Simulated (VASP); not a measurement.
# Nb in VASP: further runs

Runs on Nb. Level: PBEsol. Tasks: relaxation of cell and atoms, single point.

Program: VASP 6.6.1. These are calculated values, not measurements. Logs are shortened: lines on timing, memory, paths and dates and some standing lists are left out, and cuts for length are marked.

## (1) The cell of the first run

Symmetry: Fm-3m, No. 225, cubic system. Conventional cell: a = 4.250 Å, b = 4.250 Å, c = 4.250 Å, α = 90.00°, β = 90.00°, γ = 90.00°. Nb (site symmetry m-3m) has 12 Nb at 3.01 Å within 4.0 Å.

## (2) Relaxation of cell and atoms, PBEsol

The input, INCAR:

```
  ALGO = Normal
  EDIFF = 1E-7
  EDIFFG = -0.04
  ENCUT = 500
  GGA = PS
  GGA_COMPAT = False
  IBRION = 2
  ISIF = 3
  ISMEAR = 0
  LASPH = True
  LCHARG = False
  LREAL = False
  LWAVE = False
  NELM = 120
  NELMIN = 4
  NSW = 90
  PREC = Accurate
  SIGMA = 0.1
```

The input, KPOINTS:

```
k-points
0
Gamma
  8 8 8
```

The input, POSCAR:

```
Nb
1.0
    0.0000000000      2.1251030734      2.1251030734
    2.1251030734      0.0000000000      2.1251030734
    2.1251030734      2.1251030734      0.0000000000
Nb
1
Direct
    0.0000000000      0.0000000000      0.0000000000
```

Potentials or basis: VASP PAW PBE potentials, release 64 (Nb_sv).

Started as:

```bash
$ cat potpaw_PBE.64/Nb_sv/POTCAR > POTCAR
$ mpirun -np 1 vasp_std > vasp.out
```

OUTCAR:

```text
EDIFF = 1E-7
   EDIFFG = -0.04
   ENCUT = 500
   GGA = PS
   IBRION = 2
   ISIF = 3
   ISMEAR = 0
   LASPH = True
   LREAL = False
   NELM = 120
   NELMIN = 4
   NSW = 90
   PREC = Accurate

 ion  position               nearest neighbor table
   1  0.000  0.000  0.000-

  LATTYP: Found a face centered cubic cell.
 ALAT       =     4.2502061468

  Lattice vectors:

 A1 = (   0.0000000000,   2.1251030734,   2.1251030734)
 A2 = (   2.1251030734,   0.0000000000,   2.1251030734)
 A3 = (   2.1251030734,   2.1251030734,   0.0000000000)

Analysis of symmetry for initial positions (statically):
=====================================================================
 Subroutine PRICEL returns:
 Original cell was already a primitive cell.

 Routine SETGRP: Setting up the symmetry group for a
 face centered cubic supercell.

 Subroutine GETGRP returns: Found 48 space group operations
 (whereof 48 operations were pure point group operations)
 out of a pool of 48 trial point group operations.

The static configuration has the point symmetry O_h .

Analysis of symmetry for dynamics (positions and initial velocities):
=====================================================================
 Subroutine PRICEL returns:
 Original cell was already a primitive cell.

 Routine SETGRP: Setting up the symmetry group for a
 face centered cubic supercell.

 Subroutine GETGRP returns: Found 48 space group operations
 (whereof 48 operations were pure point group operations)
 out of a pool of 48 trial point group operations.

The dynamic configuration has the point symmetry O_h .

 Subroutine INISYM returns: Found 48 space group operations
 (whereof 48 operations are pure point group operations),
 and found     1 'primitive' translations

----------------------------------------------------------------------------------------

                                     Primitive cell

  volume of cell :      19.1942

  direct lattice vectors                    reciprocal lattice vectors
     0.000000000  2.125103073  2.125103073    -0.235282705  0.235282705  0.235282705
     2.125103073  0.000000000  2.125103073     0.235282705 -0.235282705  0.235282705
     2.125103073  2.125103073  0.000000000     0.235282705  0.235282705 -0.235282705

  length of vectors
     3.005349588  3.005349588  3.005349588     0.407521600  0.407521600  0.407521600

  position of ions in fractional coordinates (direct lattice)
     0.000000000  0.000000000  0.000000000

  ion indices of the primitive-cell ions
   primitive index   ion index
                 1           1

----------------------------------------------------------------------------------------

 KPOINTS: k-points

Automatic generation of k-mesh.
 Grid dimensions read from file:
 generate k-points for:    8    8    8

 Generating k-lattice:

  Cartesian coordinates                     Fractional coordinates (reciprocal lattice)
    -0.029410338  0.029410338  0.029410338     0.125000000  0.000000000  0.000000000
     0.029410338 -0.029410338  0.029410338     0.000000000  0.125000000  0.000000000
     0.029410338  0.029410338 -0.029410338     0.000000000  0.000000000  0.125000000

  Length of vectors
     0.050940200  0.050940200  0.050940200

  Shift w.r.t. Gamma in fractional coordinates (k-lattice)
     0.000000000  0.000000000  0.000000000

 Subroutine IBZKPT returns following result:
 ===========================================

 Found     29 irreducible k-points:

 Following reciprocal coordinates:
            Coordinates               Weight
  0.000000  0.000000  0.000000      1.000000
  0.125000  0.000000  0.000000      8.000000
  0.250000  0.000000  0.000000      8.000000
  0.375000  0.000000  0.000000      8.000000
  0.500000  0.000000  0.000000      4.000000
  0.125000  0.125000  0.000000      6.000000
[... 16 lines left out ...]
  0.500000  0.250000  0.125000     48.000000
 -0.375000  0.250000  0.125000     24.000000
 [... further k-points ...]
   k-points           NKPTS =     29   k-points in BZ     NKDIM =     29   number of bands    NBANDS=     10
   number of dos      NEDOS =    301   number of ions     NIONS =      1
   total plane-waves  NPLWV =  13824
   dimension x,y,z NGX =    24 NGY =   24 NGZ =   24
   dimension x,y,z NGXF=    48 NGYF=   48 NGZF=   48
   ions per type =               1
   NGX,Y,Z   is equivalent  to a cutoff of  13.28, 13.28, 13.28 a.u.
   NGXF,Y,Z  is equivalent  to a cutoff of  26.55, 26.55, 26.55 a.u.
 SYSTEM =  unknown system
   PREC   = accura    normal or accurate (medium, high low for compatibility)
   ISTART =      0    job   : 0-new  1-cont  2-samecut
   ICHARG =      2    charge: 1-file 2-atom 10-const
   ISPIN  =      1    spin polarized calculation?
   LNONCOLLINEAR =      F non collinear calculations
   LSORBIT =      F    spin-orbit coupling
   LASPH  =      T    aspherical Exc in radial PAW
   ENCUT  =  500.0 eV  36.75 Ry    6.06 a.u.   5.48  5.48  5.48*2*pi/ulx,y,z
   NELM   =    120;   NELMIN=  4; NELMDL= -5     # of ELM steps
   EDIFF  = 0.1E-06   stopping-criterion for ELM
   LREAL  =      F    real-space projection
   EDIFFG = -.4E-01   stopping-criterion for IOM
   NSW    =     90    number of steps for IOM
   IBRION =      2    ionic relax: 0-MD 1-quasi-New 2-CG
   NFREE  =      1    steps in history (QN), initial steepest desc. (CG)
   ISIF   =      3    stress and relaxation
   ISYM   =      2    0-nonsym 1-usesym 2-fastsym
   POTIM  = 0.5000    time-step for ionic-motion
   TEBEG  =    0.0;   TEEND  =   0.0 temperature during run
   PSTRESS=    0.0 pullay stress
   NELECT =      13.0000    total number of electrons
   NUPDOWN=      -1.0000    fix difference up-down
   EMIN   =  10.00;   EMAX   =-10.00  energy-range for DOS
   EFERMI =   0.00;   METHOD = LEGACY
   ISMEAR =     0;   SIGMA  =   0.10  broadening in eV -4-tet -1-fermi 0-gaus
   EFERMI_NEDOS =   21; number of points for ismear=-14 and -15
   IALGO  =     38    algorithm
   IMIX   =      4    mixing-type and parameters
     AMIX     =   0.40;   BMIX     =  1.00
     AMIX_MAG =   1.60;   BMIX_MAG =  1.00
  volume/ion in A,a.u.               =      19.19       129.53
  Fermi-wavevector in a.u.,A,eV,Ry     =   1.437692  2.716845 28.122687  2.066959
  Thomas-Fermi vector in A             =   2.556742
   LORBIT       =      0    0 simple, 1 ext, 2 COOP (PROOUT), +10 PAW based schemes
   GGA     = PS    functional components
   LHFCALC =     F    Hartree Fock is set to
   AEXX    =    0.0000 exact exchange contribution
   IVDW    =     0    specifies the selected vdW correction
   LEPSILON=     F    determine dielectric tensor
   LRPA    =     F    only Hartree local field effects (RPA)
 conjugate gradient relaxation of ions
 non-spin polarized calculation
 Gauss-broadening in eV      SIGMA  =   0.10
  energy-cutoff  :      500.00
  volume of cell :       19.19
 maximum number of plane-waves:       531
 NGX is ok and might be reduce to    24
   NGX = 11   NGY = 11   NGZ = 11

--------------------------------------- Ionic step        1  -------------------------------------------

 number of electron      13.0000000 magnetization

 Free energy of the ion-electron system (eV)
  ---------------------------------------------------
  ext. energy  EPLUGINS =         0.00000000
  ---------------------------------------------------
  free energy    TOTEN  =       -10.56564684 eV

  energy without entropy =      -10.55900971  energy(sigma->0) =      -10.56232828

------------------------ aborting loop because EDIFF is reached ----------------------------------------

  FORCE on cell =-STRESS in cart. coord.  units (eV):
  Direction    XX          YY          ZZ          XY          YZ          ZX
  --------------------------------------------------------------------------------------
  -------------------------------------------------------------------------------------
  Total       -1.1595617     -1.1595617     -1.1595617      0.0000000      0.0000000     -0.0000000
  in kB      -96.7908836    -96.7908836    -96.7908836      0.0000000      0.0000000     -0.0000000
  external PRESSURE =     -96.7908836 kB  Pullay stress =       0.0000000 kB
[... 55 lines left out ...]
  energy  without entropy=      -10.4683833762  energy(sigma->0) =      -10.47102230

--------------------------------------- Ionic step        3  -------------------------------------------

 number of electron      13.0000000 magnetization

 Free energy of the ion-electron system (eV)
  ---------------------------------------------------
  ext. energy  EPLUGINS =         0.00000000
  ---------------------------------------------------
  free energy    TOTEN  =       -10.60175289 eV

  energy without entropy =      -10.59395515  energy(sigma->0) =      -10.59785402

 E-fermi :  11.3624     XC(G=0): -12.6079

 val. band max:       11.3601057443   @ k =   0.5000   0.2500   0.0000
 cond. band min:      11.4388254913   @ k =   0.3750   0.0000   0.0000
 fundamental gap:      0.0787197470
 Fermi energy:        11.3623610232

 k-point     1 :       0.0000    0.0000    0.0000
  band No.  band energies     occupation
      1     -43.2766      2.00000
      2     -18.6119      2.00000
      3     -18.6119      2.00000
      4     -18.6119      2.00000
      5       5.0173      2.00000
      6      11.4449      0.24313
      7      11.4449      0.24313
      8      11.4449      0.24313
      9      14.1760      0.00000
     10      14.1760      0.00000
[... 287 lines left out ...]
 k-point    24 :      -0.3750    0.2500    0.1250
  band No.  band energies     occupation
      1     -43.0117      2.00000
      2     -19.7784      2.00000
      3     -19.1473      2.00000
      4     -18.8996      2.00000
      5       8.6838      2.00000
      6       9.6364      2.00000
      7      11.2745      1.78617
      8      12.5595      0.00000
      9      15.8866      0.00000
     10      19.0058      0.00000

 [... further k-points ...]
[... 5 lines left out ...]
  --------------------------------------------------------------------------------------
  -------------------------------------------------------------------------------------
  Total       -0.0381430     -0.0381430     -0.0381430      0.0000000      0.0000000     -0.0000000
  in kB       -3.3791193     -3.3791193     -3.3791193      0.0000000      0.0000000     -0.0000000
  external PRESSURE =      -3.3791193 kB  Pullay stress =       0.0000000 kB
[... 16 lines left out ...]
  FREE ENERGIE OF THE ION-ELECTRON SYSTEM (eV)
  ---------------------------------------------------
  free  energy   TOTEN  =       -10.6017528938 eV

  energy  without entropy=      -10.5939551455  energy(sigma->0) =      -10.59785402

 reached required accuracy - stopping structural energy minimisation
```

It used 37 s of CPU time on 1 thread of AMD EPYC 7R13 Processor (Zen 3) (shared host).

Results:

| Item | Value |
| --- | --- |
| Free energy | -10.6018 eV |
| Relaxed volume | 18.09 Å³/atom |
| Relaxed cell | a = 2.946 Å, b = 2.946 Å, c = 2.946 Å, α = 60.00°, β = 60.00°, γ = 60.00° |
| Space group after relaxing (to 0.05 Å) | Fm-3m (No. 225) |
| Energy gained by relaxing | 36.1 meV/atom |
| Ionic steps | 3 |
| Pressure after relaxing | -0.3 GPa |

Step by step:
| step | energy change (eV) | largest force (eV/Å) | pressure (GPa) | volume (Å³) |
| --- | --- | --- | --- | --- |
| 1 | 0.0000 | 0.0000 | -9.68 | 19.19 |
| 2 | 0.0920 | 0.0000 | 23.57 | 16.15 |
| 3 | -0.0361 | 0.0000 | -0.34 | 18.09 |

Final structure:
```cif
data_structure
_symmetry_space_group_name_H-M 'P 1'
_symmetry_Int_Tables_number 1
_cell_length_a 2.9463
_cell_length_b 2.9463
_cell_length_c 2.9463
_cell_angle_alpha 60.000
_cell_angle_beta 60.000
_cell_angle_gamma 60.000
_cell_volume 18.09
loop_
_atom_site_label
_atom_site_type_symbol
_atom_site_fract_x
_atom_site_fract_y
_atom_site_fract_z
_atom_site_occupancy
Nb1 Nb 0.00000 0.00000 0.00000 1
```

Caveat: the PAW data sets were made with another functional, which shifts forces and pressure a little.

## (3) Relaxation of cell and atoms, PBEsol

This run uses another cell than the first one, of 19.00 Å³/atom, 0.990 times its volume.

The input, INCAR:

```
PREC = Accurate
ENCUT = 500
EDIFF = 1E-7
ISMEAR = 0
SIGMA = 0.1
LREAL = False
LASPH = True
NELM = 120
ALGO = Normal
ISIF = 3
LWAVE = False
LCHARG = False
GGA = PS
IBRION = 2
NSW = 90
EDIFFG = -0.04
GGA_COMPAT = False
NELMIN = 4
```

The input, KPOINTS:

```
Automatic mesh
0
Gamma
  8 8 8
```

The input, POSCAR:

```
Nb
1.0
   -1.4615094497      1.4615094497      2.2234734207
    1.4615094497     -1.4615094497      2.2234734207
    1.4615094497      1.4615094497     -2.2234734207
Nb
1
Direct
    0.0000000000      0.0000000000      0.0000000000
```

Potentials or basis: VASP PAW PBE potentials, release 64 (Nb_sv).

Started as:

```bash
$ cat potpaw_PBE.64/Nb_sv/POTCAR > POTCAR
$ mpirun -np 1 vasp_std > vasp.out
```

It used 130 s of CPU time on 1 thread of AMD EPYC 7R13 Processor (Zen 3) (shared host).

It converged, with:

```yaml
Free_energy: -10.8085 eV
Relaxed_volume: 17.81 Å³/atom
Relaxed_cell: a = 3.074 Å, b = 3.074 Å, c = 3.074 Å, α = 127.33°, β = 127.33°, γ = 77.71°
Space_group_after_relaxing_to_0.05_Å: I4/mmm (No. 139)
Energy_gained_by_relaxing: 186.9 meV/atom
Ionic_steps: 10
Pressure_after_relaxing: -0.2 GPa
```

Stress tensor (GPa, compression positive):
```
-0.16  0.00  0.00
 0.00 -0.16  0.00
 0.00  0.00 -0.28
```

Step by step:
```tsv
step	energy change (eV)	largest force (eV/Å)	pressure (GPa)	volume (Å³)
1	0.0000	0.0000	-8.80	19.00
2	-0.0540	0.0000	20.17	16.24
3	-0.0901	0.0000	7.39	17.17
4	-0.1466	0.0000	12.26	16.77
5	-0.1466	0.0000	12.24	16.77
6	-0.1866	0.0000	-0.32	17.82
7	-0.1867	0.0000	0.31	17.76
8	-0.1867	0.0000	0.10	17.78
9	-0.1868	0.0000	-0.05	17.79
10	-0.1869	0.0000	-0.20	17.81
```

Final structure:
```
CELL_PARAMETERS angstrom
-1.36370 1.36370 2.39400
1.36370 -1.36370 2.39400
1.36370 1.36370 -2.39400
ATOMIC_POSITIONS crystal
Nb 0.00000 0.00000 0.00000
```

Levels at points of the mesh, in eV from the Fermi level:
```
           k point  band 4  band 5  band 6  band 7  band 8  band 9
(0.00, 0.00, 0.00)  -29.58   -6.13   -1.32    0.75    1.53    1.53
(0.50, 0.00, 0.00)  -29.56   -3.85   -1.02    1.51    1.91    4.72
(0.50, 0.50, 0.00)  -30.10   -4.24   -3.19    3.98    4.46    5.51
(0.50, 0.50, 0.50)  -29.81   -3.98   -3.14    1.74    5.60    5.60
```

Caveat: the k points lie up to 0.41 Å⁻¹ apart in the final cell; the PAW data sets were made with another functional, which shifts forces and pressure a little.

## (4) Single point, PBEsol

This run uses another cell than the first one, of 18.14 Å³/atom, 0.945 times its volume.

The input, INCAR:

```
SYSTEM = Nb
PREC = Accurate ; ENCUT = 500
EDIFF = 1E-6 ; ISMEAR = 0
SIGMA = 0.1 ; LREAL = .FALSE.
LASPH = .TRUE. ; NELM = 120
ALGO = Normal ; ISIF = 2
LWAVE = .FALSE. ; LCHARG = .FALSE.
GGA = PS ; NBANDS = 12
GGA_COMPAT = .FALSE.
```

The input, KPOINTS:

```
regular mesh
0
G
  22 22 22
  0 0 0
```

The input, POSCAR:

```
Nb
1.0
    0.0000000000      2.0853670091      2.0853670091
    2.0853670091      0.0000000000      2.0853670091
    2.0853670091      2.0853670091      0.0000000000
Nb
1
Direct
    0.0000000000      0.0000000000      0.0000000000
```

Started as:

```bash
$ cat potpaw_PBE.64/Nb_sv/POTCAR > POTCAR
$ mpirun -np 1 vasp_std > vasp.out
```

It used 77 s of CPU time on 1 thread of AMD EPYC 7R13 Processor (Zen 3) (shared host).

It converged, with:

- Free energy: -10.6090 eV
- Pressure: -0.4 GPa

Levels at points of the mesh, in eV from the Fermi level:
```csv
k point,band 4,band 5,band 6,band 7,band 8,band 9
"(0.00, 0.00, 0.00)",-29.99,-6.33,0.08,0.08,0.08,2.80
"(0.50, 0.00, 0.00)",-30.17,-3.98,-0.12,-0.12,1.50,4.89
"(0.50, 0.50, 0.00)",-30.47,-4.26,-3.49,3.78,4.86,5.49
```

Caveat: the PAW data sets were made with another functional, which shifts forces and pressure a little.

## (5) Summary

```csv
task,cell,k mesh,gap on the mesh (eV),pressure (GPa),relaxed volume (Å³/atom)
relaxation of cell and atoms,"relaxed from a = 3.005 Å, angles 60.0°, 1 atom",8 × 8 × 8,none,-0.3,18.09
relaxation of cell and atoms,"relaxed from a = 3.036 Å, angles 122.4, 122.4, 85.8°, 1 atom",8 × 8 × 8,none,-0.2,17.81
single point,"a = 2.949 Å, angles 60.0°, 1 atom",22 × 22 × 22,none,-0.4,-
```

Alike in all rows: level PBEsol; potentials or basis VASP PAW PBE potentials, release 64 (Nb_sv); no spin polarisation; cutoff (eV) 500; smearing gaussian 0.1 eV.

Caveats: some runs use coarse meshes; the PAW data sets were made with another functional, which shifts forces and pressure a little.

Absolute energies hang on the potentials; compare differences alone.
